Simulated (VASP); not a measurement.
# Ca (Im-3m) in VASP: single point with r2SCAN

Aim: the single point of Ca with r2SCAN.

All numbers are computed with VASP 6.6.1; they aren't measurements. Logs are shortened: lines on timing, memory, paths and dates and some standing lists are left out, and cuts for length are marked.

### 1 The cell of the first run

Symmetry: Im-3m, No. 229, cubic system. The conventional cell has a = 4.424 Å, b = 4.424 Å, c = 4.424 Å, α = 90.00°, β = 90.00°, γ = 90.00°. Within 5.0 Å of Ca (site symmetry m-3m) lie 14 Ca at 3.83 to 4.42 Å.

### 2 Single point, r2SCAN

File POSCAR:

```
Ca
1.0
    4.4244887475      0.0000000000      0.0000000000
    0.0000000000      4.4244887475      0.0000000000
    0.0000000000      0.0000000000      4.4244887475
Ca
2
Direct
    0.0000000000      0.0000000000      0.0000000000
    0.5000000000      0.5000000000      0.5000000000
```

File INCAR.step1:

```
  PREC = Accurate
  ENCUT = 520
  ISMEAR = -1
  SIGMA = 0.05
  LREAL = F
  LASPH = T
  NELM = 60
  NBANDS = 17
  GGA = PE
  ALGO = Normal
  EDIFF = 1E-4
  LWAVE = T
  LCHARG = F
```

File INCAR.step2:

```
  PREC = Accurate
  ENCUT = 520
  EDIFF = 1E-6
  ISMEAR = -1
  SIGMA = 0.05
  LREAL = F
  LASPH = T
  NELM = 60
  ALGO = Normal
  ISIF = 2
  LWAVE = F
  LCHARG = F
  METAGGA = R2SCAN
  LMIXTAU = T
  NBANDS = 17
  ISTART = 1
```

File KPOINTS:

```
regular mesh
0
Gamma
  10 10 10
```

Potentials or basis: VASP PAW PBE potentials, release 64 (Ca_sv).

Run with:

```bash
> cat potpaw_PBE.64/Ca_sv/POTCAR > POTCAR
> cp INCAR.step1 INCAR
> mpirun -np 1 vasp_std > vasp.out
> cp INCAR.step2 INCAR
> mpirun -np 1 vasp_std > vasp.out
```

OUTCAR:

```text
PREC = Accurate
   ENCUT = 520
   EDIFF = 1E-6
   ISMEAR = -1
   LREAL = F
   LASPH = T
   NELM = 60
   ISIF = 2
   METAGGA = R2SCAN
   ISTART = 1

 ion  position               nearest neighbor table
   1  0.000  0.000  0.000-
   2  0.500  0.500  0.500-

  LATTYP: Found a simple cubic cell.
 ALAT       =     4.4244887475

  Lattice vectors:

 A1 = (   4.4244887475,   0.0000000000,   0.0000000000)
 A2 = (   0.0000000000,   4.4244887475,   0.0000000000)
 A3 = (   0.0000000000,   0.0000000000,   4.4244887475)

Analysis of symmetry for initial positions (statically):
=====================================================================
 Subroutine PRICEL returns following result:

  LATTYP: Found a body centered cubic cell.
 ALAT       =     4.4244887475

  Lattice vectors:

 A1 = (   2.2122443737,   2.2122443738,  -2.2122443737)
 A2 = (  -2.2122443737,   2.2122443737,   2.2122443737)
 A3 = (   2.2122443737,  -2.2122443737,   2.2122443738)

   2 primitive cells build up your supercell.

 Routine SETGRP: Setting up the symmetry group for a
 simple cubic supercell.

 Subroutine GETGRP returns: Found 48 space group operations
 (whereof 48 operations were pure point group operations)
 out of a pool of 48 trial point group operations.

The static configuration has the point symmetry O_h .

Analysis of symmetry for dynamics (positions and initial velocities):
=====================================================================
 Subroutine PRICEL returns following result:

  LATTYP: Found a body centered cubic cell.
 ALAT       =     4.4244887475

  Lattice vectors:

 A1 = (   2.2122443737,   2.2122443738,  -2.2122443737)
 A2 = (  -2.2122443737,   2.2122443737,   2.2122443737)
 A3 = (   2.2122443737,  -2.2122443737,   2.2122443738)

   2 primitive cells build up your supercell.

 Routine SETGRP: Setting up the symmetry group for a
 simple cubic supercell.

 Subroutine GETGRP returns: Found 48 space group operations
 (whereof 48 operations were pure point group operations)
 out of a pool of 48 trial point group operations.

The dynamic configuration has the point symmetry O_h .

 Subroutine INISYM returns: Found 48 space group operations
 (whereof 48 operations are pure point group operations),
 and found     2 'primitive' translations

----------------------------------------------------------------------------------------

                                     Primitive cell

  volume of cell :      43.3071

  direct lattice vectors                    reciprocal lattice vectors
     2.212244374  2.212244374 -2.212244374     0.226014814  0.226014814  0.000000000
    -2.212244374  2.212244374  2.212244374    -0.000000000  0.226014814  0.226014814
     2.212244374 -2.212244374  2.212244374     0.226014814  0.000000000  0.226014814

  length of vectors
     3.831719654  3.831719654  3.831719654     0.319633215  0.319633215  0.319633215

  position of ions in fractional coordinates (direct lattice)
     0.000000000  0.000000000  0.000000000

  ion indices of the primitive-cell ions
   primitive index   ion index
                 1           1

----------------------------------------------------------------------------------------

 KPOINTS: regular mesh

Automatic generation of k-mesh.
 Grid dimensions read from file:
 generate k-points for:   10   10   10

 Generating k-lattice:

  Cartesian coordinates                     Fractional coordinates (reciprocal lattice)
     0.022601481  0.000000000  0.000000000     0.100000000  0.000000000  0.000000000
     0.000000000  0.022601481  0.000000000     0.000000000  0.100000000  0.000000000
     0.000000000  0.000000000  0.022601481     0.000000000  0.000000000  0.100000000

  Length of vectors
     0.022601481  0.022601481  0.022601481

  Shift w.r.t. Gamma in fractional coordinates (k-lattice)
     0.000000000  0.000000000  0.000000000

 Subroutine IBZKPT returns following result:
 ===========================================

 Found     56 irreducible k-points:

 Following reciprocal coordinates:
            Coordinates               Weight
  0.000000  0.000000  0.000000      1.000000
  0.100000  0.000000  0.000000      6.000000
  0.200000  0.000000  0.000000      6.000000
  0.300000  0.000000  0.000000      6.000000
  0.400000  0.000000  0.000000      6.000000
  0.500000  0.000000  0.000000      3.000000
[... 16 lines left out ...]
  0.200000  0.100000  0.100000     24.000000
  0.300000  0.100000  0.100000     24.000000
 [... further k-points ...]
   k-points           NKPTS =     56   k-points in BZ     NKDIM =     56   number of bands    NBANDS=     17
   number of dos      NEDOS =    301   number of ions     NIONS =      2
   total plane-waves  NPLWV =  46656
   dimension x,y,z NGX =    36 NGY =   36 NGZ =   36
   dimension x,y,z NGXF=    72 NGYF=   72 NGZF=   72
   ions per type =               2
   NGX,Y,Z   is equivalent  to a cutoff of  13.53, 13.53, 13.53 a.u.
   NGXF,Y,Z  is equivalent  to a cutoff of  27.05, 27.05, 27.05 a.u.
 SYSTEM =  unknown system
   PREC   = accura    normal or accurate (medium, high low for compatibility)
   ISTART =      1    job   : 0-new  1-cont  2-samecut
   ICHARG =      0    charge: 1-file 2-atom 10-const
   ISPIN  =      1    spin polarized calculation?
   LNONCOLLINEAR =      F non collinear calculations
   LSORBIT =      F    spin-orbit coupling
   LASPH  =      T    aspherical Exc in radial PAW
   ENCUT  =  520.0 eV  38.22 Ry    6.18 a.u.   8.23  8.23  8.23*2*pi/ulx,y,z
   NELM   =     60;   NELMIN=  2; NELMDL=  0     # of ELM steps
   EDIFF  = 0.1E-05   stopping-criterion for ELM
   LREAL  =      F    real-space projection
   EDIFFG = 0.1E-04   stopping-criterion for IOM
   NSW    =      0    number of steps for IOM
   IBRION =     -1    ionic relax: 0-MD 1-quasi-New 2-CG
   NFREE  =      0    steps in history (QN), initial steepest desc. (CG)
   ISIF   =      2    stress and relaxation
   ISYM   =      2    0-nonsym 1-usesym 2-fastsym
   POTIM  = 0.5000    time-step for ionic-motion
   TEBEG  =    0.0;   TEEND  =   0.0 temperature during run
   PSTRESS=    0.0 pullay stress
   NELECT =      20.0000    total number of electrons
   NUPDOWN=      -1.0000    fix difference up-down
   EMIN   =  10.00;   EMAX   =-10.00  energy-range for DOS
   EFERMI =   0.00;   METHOD = LEGACY
   ISMEAR =    -1;   SIGMA  =   0.05  broadening in eV -4-tet -1-fermi 0-gaus
   EFERMI_NEDOS =   21; number of points for ismear=-14 and -15
   IALGO  =     38    algorithm
   IMIX   =      4    mixing-type and parameters
     AMIX     =   0.40;   BMIX     =  1.00
     AMIX_MAG =   1.60;   BMIX_MAG =  1.00
  volume/ion in A,a.u.               =      43.31       292.25
  Fermi-wavevector in a.u.,A,eV,Ry     =   1.004358  1.897961 13.724664  1.008734
  Thomas-Fermi vector in A             =   2.136968
   LORBIT       =      0    0 simple, 1 ext, 2 COOP (PROOUT), +10 PAW based schemes
   METAGGA = R2SCAN    functional components
   LHFCALC =     F    Hartree Fock is set to
   AEXX    =    0.0000 exact exchange contribution
   IVDW    =     0    specifies the selected vdW correction
   LEPSILON=     F    determine dielectric tensor
   LRPA    =     F    only Hartree local field effects (RPA)
 non-spin polarized calculation
  energy-cutoff  :      520.00
  volume of cell :       86.61
 maximum number of plane-waves:      2360
 NGX is ok and might be reduce to    36
   NGX = 17   NGY = 17   NGZ = 17

 number of electron      20.0000004 magnetization

 Free energy of the ion-electron system (eV)
  ---------------------------------------------------
  ext. energy  EPLUGINS =         0.00000000
  ---------------------------------------------------
  free energy    TOTEN  =       -14.04495854 eV

  energy without entropy =      -14.02246134  energy(sigma->0) =      -14.03370994

 E-fermi :   1.9405     XC(G=0):  -8.1340

 val. band max:        1.9389572661   @ k =   0.4000   0.4000   0.3000
 cond. band min:       1.9565804515   @ k =   0.2000   0.2000   0.0000
 fundamental gap:      0.0176231855
 Fermi energy:         1.9405461670

 k-point     1 :       0.0000    0.0000    0.0000
  band No.  band energies     occupation
      1     -41.9537      2.00000
      2     -41.9292      2.00000
      3     -22.0790      2.00000
      4     -22.0790      2.00000
      5     -22.0790      2.00000
      6     -21.9825      2.00000
[... 9 lines left out ...]
     16       5.6381      0.00000
     17       6.0174      0.00000

 k-point     2 :       0.1000    0.0000    0.0000
  band No.  band energies     occupation
      1     -41.9530      2.00000
      2     -41.9297      2.00000
      3     -22.0787      2.00000
      4     -22.0765      2.00000
      5     -22.0765      2.00000
      6     -21.9870      2.00000
[... 9 lines left out ...]
     16       5.5942      0.00000
     17       5.6516      0.00000

 k-point     3 :       0.2000    0.0000    0.0000
  band No.  band energies     occupation
      1     -41.9510      2.00000
      2     -41.9312      2.00000
      3     -22.0772      2.00000
      4     -22.0692      2.00000
      5     -22.0692      2.00000
      6     -21.9993      2.00000
[... 9 lines left out ...]
     16       5.1178      0.00000
     17       5.1760      0.00000

 k-point     4 :       0.3000    0.0000    0.0000
  band No.  band energies     occupation
      1     -41.9481      2.00000
      2     -41.9337      2.00000
      3     -22.0732      2.00000
      4     -22.0581      2.00000
      5     -22.0581      2.00000
      6     -22.0167      2.00000
[... 9 lines left out ...]
     16       4.7499      0.00000
     17       4.9163      0.00000
[... 343 lines left out ...]
      1     -41.9517      2.00000
      2     -41.9307      2.00000
      3     -22.0801      2.00000
      4     -22.0801      2.00000
      5     -22.0619      2.00000
      6     -22.0035      2.00000
[... 9 lines left out ...]
     16       5.5645      0.00000
     17       5.5656      0.00000

 k-point    23 :       0.2000    0.1000    0.1000
  band No.  band energies     occupation
      1     -41.9499      2.00000
      2     -41.9320      2.00000
      3     -22.0849      2.00000
      4     -22.0726      2.00000
      5     -22.0505      2.00000
      6     -22.0191      2.00000
[... 9 lines left out ...]
     16       5.2445      0.00000
     17       5.3568      0.00000

 k-point    24 :       0.3000    0.1000    0.1000
  band No.  band energies     occupation
      1     -41.9472      2.00000
      2     -41.9342      2.00000
      3     -22.0858      2.00000
      4     -22.0610      2.00000
      5     -22.0378      2.00000
      6     -22.0378      2.00000
[... 9 lines left out ...]
     16       5.0832      0.00000
     17       5.2036      0.00000

 [... further k-points ...]

------------------------ aborting loop because EDIFF is reached ----------------------------------------

  FORCE on cell =-STRESS in cart. coord.  units (eV):
  Direction    XX          YY          ZZ          XY          YZ          ZX
  --------------------------------------------------------------------------------------
  -------------------------------------------------------------------------------------
  Total        0.0286007      0.0286007      0.0286007     -0.0000000      0.0000000     -0.0000000
  in kB        0.5290523      0.5290523      0.5290523     -0.0000000      0.0000000     -0.0000000
  external PRESSURE =       0.5290523 kB  Pullay stress =       0.0000000 kB

 VOLUME and BASIS-vectors are now :
 -----------------------------------------------------------------------------
  energy-cutoff  :      520.00
  volume of cell :       86.61
      direct lattice vectors                 reciprocal lattice vectors
     4.424488747  0.000000000  0.000000000     0.226014814  0.000000000  0.000000000
     0.000000000  4.424488747  0.000000000     0.000000000  0.226014814  0.000000000
     0.000000000  0.000000000  4.424488747     0.000000000  0.000000000  0.226014814

 POSITION                                       TOTAL-FORCE (eV/Angst)
 -----------------------------------------------------------------------------------
      0.00000      0.00000      0.00000        -0.000000     -0.000000     -0.000000
      2.21224      2.21224      2.21224         0.000000      0.000000      0.000000
 -----------------------------------------------------------------------------------
    total drift:                                0.000000      0.000000      0.000000

  FREE ENERGIE OF THE ION-ELECTRON SYSTEM (eV)
  ---------------------------------------------------
  free  energy   TOTEN  =       -14.0449585363 eV

  energy  without entropy=      -14.0224613429  energy(sigma->0) =      -14.03370994
```

Wall time 3.1 min (1 thread of AMD EPYC 9R45 (Zen 5), shared host); peak memory 0.22 GiB.

What came out:

```yaml
Free_energy: -14.0450 eV
Pressure: 0.1 GPa
Band_gap_on_the_k_mesh: zero (band 10 reaches 2.34 eV, above the bottom of band 11 at 1.79 eV)
```

Caveat: the PAW data sets were made with another functional, which shifts forces and pressure a little.
